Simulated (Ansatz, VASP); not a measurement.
# Si: VASP beside Ansatz

```
Si
1.0
    -2.96921    2.96921    1.93042
     2.96921   -2.96921    1.93042
     2.96921    2.96921   -1.93042
Si
4
Direct
  0.17861 0.17861 0.35722
  0.82139 0.82139 0.64278
  0.17861 0.82139 0.00000
  0.82139 0.17861 0.00000
```

Change from the starting cell: engineering shear strain xy +0.0000, equal normal strain along x and y -0.1125.

Alike in both runs: task single point; functional PBE; k mesh 10 × 10 × 10; occupations gaussian, width 0.05 eV; no spin polarisation.

|  | VASP | Ansatz |
| --- | --- | --- |
| version | VASP 6.6.1 | Ansatz 0.2.0 |
| potentials or method | VASP PAW PBE potentials, release 64 (Si), cutoff 520 eV | scalar-relativistic, plane waves, PAW |
| valence electrons in the cell | 16 | 16 |

|  | VASP | Ansatz | Ansatz less VASP |
| --- | --- | --- | --- |
| gap on the k mesh at the Fermi level (eV) | none | none | - |
| pressure (GPa) | 32.5 | 32.6 | +0.18 |
| traceless stress, the component that is largest in VASP (GPa) | -21.24 | -21.28 | -0.044 |
| rms of the force components (eV/Å) | 2.061 | 2.073 | +0.0114 |

Atom by atom the forces differ by 0.011 eV/Å (rms over components). A gap of «none» marks a metal or a gap that the smearing closes. Both programs put the cell under a high pressure, so it lies far from rest at this level.
